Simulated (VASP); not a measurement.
# C (P6_3/mmc) in VASP: a series of runs, part 2 of 2

VASP 6.6.1. Earlier steps stand in the parts before.

## Step 3: Single point, LDA (atoms displaced along a vibrational mode, the cell strained)

Contents of INCAR:

```
PREC = Accurate
ENCUT = 520
EDIFF = 1E-7
ISMEAR = 0
SIGMA = 0.05
LREAL = False
LASPH = True
NELM = 60
ALGO = Normal
ISIF = 2
LWAVE = False
LCHARG = False
GGA = CA
NBANDS = 26
```

Contents of KPOINTS:

```
Automatic mesh
0
Gamma
  12 12 4
```

Contents of POSCAR:

```
C
1.0
    2.4024880687      0.0000000000      0.0000000000
   -1.2012440343      2.0806156998      0.0000000000
    0.0000000000      0.0000000000      8.7892647126
C
8
Direct
    0.0000000000      0.0000000000      0.0958582779
    0.0000000000      0.0000000000      0.5958582779
    0.0000000000      0.0000000000      0.4041417221
    0.0000000000      0.0000000000      0.9041417221
    0.3333333333      0.6666666667      0.1532727096
    0.6666666667      0.3333333333      0.6532727096
    0.3333333333      0.6666666667      0.3467272904
    0.6666666667      0.3333333333      0.8467272904
```

Potentials or basis: VASP PAW LDA potentials, release 64 (C).

Started as:

```bash
$ cat potpaw_LDA.64/C/POTCAR > POTCAR
$ mpirun -np 1 vasp_std > vasp.out
```

OUTCAR:

```text
PREC = Accurate
   ENCUT = 520
   EDIFF = 1E-7
   ISMEAR = 0
   LREAL = False
   LASPH = True
   NELM = 60
   ISIF = 2
   GGA = CA

 ion  position               nearest neighbor table
   1  0.000  0.000  0.096-   5 1.48   5 1.48   5 1.48   4 1.69
   2  0.000  0.000  0.596-   6 1.48   6 1.48   6 1.48   3 1.69
   3  0.000  0.000  0.404-   7 1.48   7 1.48   7 1.48   2 1.69
   4  0.000  0.000  0.904-   8 1.48   8 1.48   8 1.48   1 1.69
   5  0.333  0.667  0.153-   1 1.48   1 1.48   1 1.48   7 1.70
   6  0.667  0.333  0.653-   2 1.48   2 1.48   2 1.48   8 1.70
   7  0.333  0.667  0.347-   3 1.48   3 1.48   3 1.48   5 1.70
   8  0.667  0.333  0.847-   4 1.48   4 1.48   4 1.48   6 1.70

  LATTYP: Found a hexagonal cell.
 ALAT       =     2.4024880687
 C/A-ratio  =     3.6584009832

  Lattice vectors:

 A1 = (   2.4024880687,   0.0000000000,   0.0000000000)
 A2 = (  -1.2012440343,   2.0806156998,   0.0000000000)
 A3 = (   0.0000000000,   0.0000000000,   8.7892647126)

Analysis of symmetry for initial positions (statically):
=====================================================================
 Subroutine PRICEL returns:
 Original cell was already a primitive cell.

 Routine SETGRP: Setting up the symmetry group for a
 hexagonal supercell.

 Subroutine GETGRP returns: Found 24 space group operations
 (whereof 12 operations were pure point group operations)
 out of a pool of 24 trial point group operations.

The static configuration has the point symmetry D_3d.
 The point group associated with its full space group is D_6h.

Analysis of symmetry for dynamics (positions and initial velocities):
=====================================================================
 Subroutine PRICEL returns:
 Original cell was already a primitive cell.

 Routine SETGRP: Setting up the symmetry group for a
 hexagonal supercell.

 Subroutine GETGRP returns: Found 24 space group operations
 (whereof 12 operations were pure point group operations)
 out of a pool of 24 trial point group operations.

The dynamic configuration has the point symmetry D_3d.
 The point group associated with its full space group is D_6h.

 Subroutine INISYM returns: Found 24 space group operations
 (whereof 12 operations are pure point group operations),
 and found     1 'primitive' translations

----------------------------------------------------------------------------------------

                                     Primitive cell

  volume of cell :      43.9345

  direct lattice vectors                    reciprocal lattice vectors
     2.402488069  0.000000000  0.000000000     0.416235158  0.240313480  0.000000000
    -1.201244034  2.080615700  0.000000000     0.000000000  0.480626961  0.000000000
     0.000000000  0.000000000  8.789264713     0.000000000  0.000000000  0.113775160

  length of vectors
     2.402488069  2.402488069  8.789264713     0.480626961  0.480626961  0.113775160

  position of ions in fractional coordinates (direct lattice)
     0.000000000  0.000000000  0.095858278
     0.000000000  0.000000000  0.595858278
     0.000000000  0.000000000  0.404141722
     0.000000000  0.000000000  0.904141722
[... 46 lines left out ...]
  0.166667  0.000000  0.000000      6.000000
  0.250000  0.000000  0.000000      6.000000
  0.333333  0.000000  0.000000      6.000000
  0.416667  0.000000  0.000000      6.000000
[... 16 lines left out ...]
  0.250000  0.000000  0.250000     12.000000
  0.333333  0.000000  0.250000     12.000000
 [... further k-points ...]
   k-points           NKPTS =     57   k-points in BZ     NKDIM =     57   number of bands    NBANDS=     26
   number of dos      NEDOS =    301   number of ions     NIONS =      8
   total plane-waves  NPLWV =  22680
   dimension x,y,z NGX =    18 NGY =   18 NGZ =   70
   dimension x,y,z NGXF=    36 NGYF=   36 NGZF=  140
   ions per type =               8
   NGX,Y,Z   is equivalent  to a cutoff of  12.46, 12.46, 13.24 a.u.
   NGXF,Y,Z  is equivalent  to a cutoff of  24.91, 24.91, 26.48 a.u.
 SYSTEM =  unknown system
   PREC   = accura    normal or accurate (medium, high low for compatibility)
   ISTART =      0    job   : 0-new  1-cont  2-samecut
   ICHARG =      2    charge: 1-file 2-atom 10-const
   ISPIN  =      1    spin polarized calculation?
   LNONCOLLINEAR =      F non collinear calculations
   LSORBIT =      F    spin-orbit coupling
   LASPH  =      T    aspherical Exc in radial PAW
   ENCUT  =  520.0 eV  38.22 Ry    6.18 a.u.   4.47  4.47 16.34*2*pi/ulx,y,z
   NELM   =     60;   NELMIN=  2; NELMDL= -5     # of ELM steps
   EDIFF  = 0.1E-06   stopping-criterion for ELM
   LREAL  =      F    real-space projection
   EDIFFG = 0.1E-05   stopping-criterion for IOM
   NSW    =      0    number of steps for IOM
   IBRION =     -1    ionic relax: 0-MD 1-quasi-New 2-CG
   NFREE  =      0    steps in history (QN), initial steepest desc. (CG)
   ISIF   =      2    stress and relaxation
   ISYM   =      2    0-nonsym 1-usesym 2-fastsym
   POTIM  = 0.5000    time-step for ionic-motion
   TEBEG  =    0.0;   TEEND  =   0.0 temperature during run
   PSTRESS=    0.0 pullay stress
   NELECT =      32.0000    total number of electrons
   NUPDOWN=      -1.0000    fix difference up-down
   EMIN   =  10.00;   EMAX   =-10.00  energy-range for DOS
   EFERMI =   0.00;   METHOD = LEGACY
   ISMEAR =     0;   SIGMA  =   0.05  broadening in eV -4-tet -1-fermi 0-gaus
   EFERMI_NEDOS =   21; number of points for ismear=-14 and -15
   IALGO  =     38    algorithm
   IMIX   =      4    mixing-type and parameters
     AMIX     =   0.40;   BMIX     =  1.00
     AMIX_MAG =   1.60;   BMIX_MAG =  1.00
  volume/ion in A,a.u.               =       5.49        37.06
  Fermi-wavevector in a.u.,A,eV,Ry     =   1.472955  2.783482 29.519169  2.169598
  Thomas-Fermi vector in A             =   2.587907
   LORBIT       =      0    0 simple, 1 ext, 2 COOP (PROOUT), +10 PAW based schemes
   GGA     = CA    functional components
   LHFCALC =     F    Hartree Fock is set to
   AEXX    =    0.0000 exact exchange contribution
   IVDW    =     0    specifies the selected vdW correction
   LEPSILON=     F    determine dielectric tensor
   LRPA    =     F    only Hartree local field effects (RPA)
 non-spin polarized calculation
 Gauss-broadening in eV      SIGMA  =   0.05
  energy-cutoff  :      520.00
  volume of cell :       43.93
 maximum number of plane-waves:      1215
 NGX is ok and might be reduce to    18
   NGX =  9   NGY =  9   NGZ = 33

 number of electron      32.0000004 magnetization

 Free energy of the ion-electron system (eV)
  ---------------------------------------------------
  ext. energy  EPLUGINS =         0.00000000
  ---------------------------------------------------
  free energy    TOTEN  =       -79.61759178 eV

  energy without entropy =      -79.61759178  energy(sigma->0) =      -79.61759178

 E-fermi :  10.7597     XC(G=0): -13.6418

 val. band max:       10.5116937049   @ k =   0.0000   0.0000   0.0000
 cond. band min:      12.3823398739   @ k =   0.0000   0.0000   0.0000
 fundamental gap:      1.8706461690
 Fermi energy:        10.7597107817

 k-point     1 :       0.0000    0.0000    0.0000
  band No.  band energies     occupation
      1     -11.6683      2.00000
      2     -10.2439      2.00000
      3     -10.1856      2.00000
      4      -7.2720      2.00000
      5      -3.2356      2.00000
      6       2.4157      2.00000
[... 685 lines left out ...]
     25      21.1130      0.00000
     26      22.0942      0.00000

 [... further k-points ...]

------------------------ aborting loop because EDIFF is reached ----------------------------------------

  FORCE on cell =-STRESS in cart. coord.  units (eV):
  Direction    XX          YY          ZZ          XY          YZ          ZX
  --------------------------------------------------------------------------------------
  -------------------------------------------------------------------------------------
  Total       14.5840728     14.5840728    -17.4635158      0.0000000      0.0000000      0.0000000
  in kB      531.8433715    531.8433715   -636.8491995      0.0000000      0.0000000      0.0000000
  external PRESSURE =     142.2791811 kB  Pullay stress =       0.0000000 kB

 VOLUME and BASIS-vectors are now :
 -----------------------------------------------------------------------------
  energy-cutoff  :      520.00
  volume of cell :       43.93
      direct lattice vectors                 reciprocal lattice vectors
     2.402488069  0.000000000  0.000000000     0.416235158  0.240313480  0.000000000
    -1.201244034  2.080615700  0.000000000     0.000000000  0.480626961  0.000000000
     0.000000000  0.000000000  8.789264713     0.000000000  0.000000000  0.113775160

 POSITION                                       TOTAL-FORCE (eV/Angst)
 -----------------------------------------------------------------------------------
      0.00000      0.00000      0.84252        -0.000000     -0.000000     -1.094987
      0.00000      0.00000      5.23716         0.000000     -0.000000     -1.094987
      0.00000      0.00000      3.55211         0.000000      0.000000      1.094987
      0.00000      0.00000      7.94674         0.000000     -0.000000      1.094987
     -0.00000      1.38708      1.34715        -0.000000     -0.000000      0.959380
      1.20124      0.69354      5.74179        -0.000000     -0.000000      0.959380
     -0.00000      1.38708      3.04748        -0.000000      0.000000     -0.959380
      1.20124      0.69354      7.44211         0.000000      0.000000     -0.959380
 -----------------------------------------------------------------------------------
    total drift:                               -0.000000      0.000000     -0.000000

  FREE ENERGIE OF THE ION-ELECTRON SYSTEM (eV)
  ---------------------------------------------------
  free  energy   TOTEN  =       -79.6175917788 eV

  energy  without entropy=      -79.6175917788  energy(sigma->0) =      -79.61759178
```

Run time: 29 s. Hardware: 1 thread of Intel Xeon Platinum 8559C (Emerald Rapids), shared host; peak memory 0.16 GiB.

Results:

| Quantity | Value |
| --- | --- |
| Free energy | -79.6176 eV |
| Pressure | 14.2 GPa |
| Largest force | 1.095 eV/Å |
| Band gap on the k mesh | 1.87 eV |

Forces in eV/Å, atoms in the order of the input:
```
C    0.000  0.000 -1.095
C    0.000  0.000 -1.095
C    0.000  0.000  1.095
C    0.000  0.000  1.095
C    0.000  0.000  0.959
C    0.000  0.000  0.959
C    0.000  0.000 -0.959
C    0.000  0.000 -0.959
```

Levels at points of the mesh, in eV from the valence-band top:
```csv
k point,band 12,band 13,band 14,band 15,band 16,band 17,band 18,band 19,band 20,band 21
"(0.00, 0.00, 0.00)",-1.55,-1.55,-0.53,-0.53,0.00,1.87,6.56,6.56,7.72,7.72
"(0.50, 0.00, 0.00)",-5.29,-5.24,-5.07,-3.99,-3.77,3.83,4.56,5.86,6.26,6.92
"(0.00, 0.00, 0.50)",-2.18,-0.88,-0.88,-0.88,-0.88,5.32,5.32,7.01,7.01,7.01
"(0.50, 0.00, 0.50)",-5.99,-4.71,-4.71,-4.41,-4.41,5.39,5.39,5.68,5.68,6.41
```

Caveat: the cell differs from its parent crystal (atoms displaced along a vibrational mode, the cell strained); the stress differs along the axes, from -64 to 53 GPa; forces of over 1 eV/Å act on the atoms, so gaps and moduli don't describe the material at rest.

## Step 4: Single point, LDA (atoms displaced along a vibrational mode, the cell strained)

Contents of INCAR:

```
SYSTEM = C
PREC     = Accurate       ! precision mode
ENCUT    = 520            ! plane-wave cutoff, eV
EDIFF    = 1E-6           ! SCF threshold, eV
ISMEAR   = 0              ! smearing method
SIGMA    = 0.05           ! smearing width, eV
LREAL    = .False.        ! projectors in reciprocal space
LASPH    = .True.         ! aspherical terms in the spheres
NELM     = 60             ! most SCF steps
ALGO     = Normal         ! electronic algorithm
ISIF     = 2              ! what is computed and relaxed
LWAVE    = .False.        ! write WAVECAR
LCHARG   = .False.        ! write CHGCAR
GGA      = CA             ! functional
NBANDS   = 26             ! bands
```

Contents of KPOINTS:

```
Automatic mesh
0
Gamma
  12 12 4
  0 0 0
```

Contents of POSCAR:

```
C
1.0
    2.5477576841      0.0000000000      0.0000000000
   -1.2738788420      2.2064228771      0.0000000000
    0.0000000000      0.0000000000      7.8306598603
C
8
Direct
    0.0000000000      0.0000000000      0.0885539126
    0.0000000000      0.0000000000      0.5885539126
    0.0000000000      0.0000000000      0.4114460874
    0.0000000000      0.0000000000      0.9114460874
    0.3333333333      0.6666666667      0.1589518456
    0.6666666667      0.3333333333      0.6589518456
    0.3333333333      0.6666666667      0.3410481544
    0.6666666667      0.3333333333      0.8410481544
```

Started as:

```bash
$ cat potpaw_LDA.64/C/POTCAR > POTCAR
$ mpirun -np 1 vasp_std > vasp.out
```

Wall time 28 s (1 thread of Intel Xeon Platinum 8559C (Emerald Rapids), shared host); peak memory 0.16 GiB.

It converged, with:

```
Free energy            : -79.7633 eV
Pressure               : 11.5 GPa
Largest force          : 4.257 eV/Å
Band gap on the k mesh : 3.18 eV (least direct gap 3.39 eV)
```

Forces on the atoms (eV/Å):
```
C    0.000  0.000  4.257
C    0.000  0.000  4.257
C    0.000  0.000 -4.257
C    0.000  0.000 -4.257
C    0.000  0.000 -3.377
C    0.000  0.000 -3.377
C    0.000  0.000  3.377
C    0.000  0.000  3.377
```

Stress tensor (GPa, compression positive):
```
-27.45   0.00   0.00
  0.00 -27.45   0.00
  0.00   0.00  89.38
```

Levels at points of the mesh, in eV from the valence-band top:
```tsv
k point	band 13	band 14	band 15	band 16	band 17	band 18	band 19	band 20
(0.00, 0.00, 0.00)	-2.77	-2.06	0.00	0.00	3.39	3.39	6.19	6.19
(0.50, 0.00, 0.00)	-5.67	-5.47	-4.73	-2.75	3.18	4.54	5.12	6.07
(0.00, 0.00, 0.50)	-1.17	-1.17	-1.17	-1.17	4.72	4.72	4.72	4.72
(0.50, 0.00, 0.50)	-5.90	-5.90	-3.89	-3.89	3.61	3.61	6.58	6.58
```

Caveat: the cell differs from its parent crystal (atoms displaced along a vibrational mode, the cell strained); the stress differs along the axes, from -27 to 89 GPa; forces of over 1 eV/Å act on the atoms, so gaps and moduli don't describe the material at rest. A k mesh can miss the band edges.

## Step 5: The runs side by side

| cell | gap on the mesh (eV) | pressure (GPa) | largest force (eV/Å) |
| --- | --- | --- | --- |
| a = 2.548, b = 2.548, c = 7.831 Å, angles 90.0, 90.0, 120.0°, 8 atoms, atomic positions A | 3.46 | 7.3 | 1.65 |
| a = 2.402, b = 2.402, c = 8.789 Å, angles 90.0, 90.0, 120.0°, 8 atoms, atomic positions B | 1.87 | 14.2 | 1.09 |
| a = 2.548, b = 2.548, c = 7.831 Å, angles 90.0, 90.0, 120.0°, 8 atoms, atomic positions C | 3.18 | 11.5 | 4.26 |

Alike in all rows: task single point; level LDA; potentials or basis VASP PAW LDA potentials, release 64 (C); no spin polarisation; k mesh 12 × 12 × 4; cutoff (eV) 520; smearing gaussian 0.05 eV.

Caveats: forces of over 1 eV/Å act on the atoms, so gaps and moduli don't describe the material at rest; the stress differs along the axes, from -27 to 76 GPa (at least some runs); the stress differs along the axes, from -64 to 53 GPa (at least some runs); the stress differs along the axes, from -27 to 89 GPa (at least some runs).

Absolute energies hang on the potentials; compare differences alone.
